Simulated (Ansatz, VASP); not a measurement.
# One calculation of Fe, two programs

```
Fe
1.0
     0.00000    2.40397    2.40397
     2.40397    0.00000    2.40397
     2.40397    2.40397    0.00000
Fe
2
Cartesian
  0.6010 0.6010 0.6010
  4.2069 4.2069 4.2069
```

Alike in both runs: task single point; functional BLYP; k mesh 12 × 12 × 12; occupations fermi-dirac, width 0.1 eV; no spin polarisation.

|  | VASP | Ansatz |
| --- | --- | --- |
| version | VASP 6.6.1 | Ansatz 0.2.0 |
| potentials or method | VASP PAW PBE potentials, release 64 (Fe_sv), cutoff 600 eV | plane waves (420 eV) with PAW, scalar-relativistic |
| valence electrons in the cell | 32 | 32 |

Ansatz gave:

| Property | Result |
| --- | --- |
| pressure (GPa) | 13.8 |

Estimate VASP's values.

pressure (GPa): 11.5.

VASP's potentials were made for PBE, not for BLYP.
